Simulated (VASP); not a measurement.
A run of VASP 6.6.1 is set up as follows.

INCAR

```
SYSTEM = NaCl
ALGO     = Normal         ! electronic algorithm
EDIFF    = 1E-7           ! SCF threshold, eV
ENCUT    = 520            ! plane-wave cutoff, eV
GGA      = PE             ! functional
ISIF     = 2              ! what is computed and relaxed
ISMEAR   = 0              ! smearing method
LASPH    = .True.         ! aspherical terms in the spheres
LCHARG   = .False.        ! write CHGCAR
LREAL    = .False.        ! projectors in reciprocal space
LWAVE    = .False.        ! write WAVECAR
NBANDS   = 22             ! bands
NELM     = 60             ! most SCF steps
PREC     = Accurate       ! precision mode
SIGMA    = 0.02           ! smearing width, eV
```

KPOINTS

```
k-points
0
Gamma
  8 8 4
  0 0 0
```

Contents of POSCAR:

```
NaCl
1.0
    1.9770038005     -3.4259497123      0.0000000000
    1.9770038005      3.4259497123      0.0000000000
    0.0000000000      0.0000000000      6.8429578615
Na Cl
2 2
Direct
    0.5000000000      0.5000000000      0.5000000000
    0.5000000000      0.5000000000      0.0000000000
    0.8333909540      0.1666090460      0.2500000000
    0.1666090460      0.8333909540      0.7500000000
```

Potentials or basis: VASP PAW PBE potentials, release 64 (Na_pv, Cl).

Launch:

```sh
$ cat potpaw_PBE.64/Na_pv/POTCAR potpaw_PBE.64/Cl/POTCAR > POTCAR
$ mpirun -np 1 vasp_std > vasp.out
```

What does it give for the pressure?

0.0 GPa.

What does it give for the band gap on the k mesh?

4.89 eV.

A k mesh can miss the band edges.
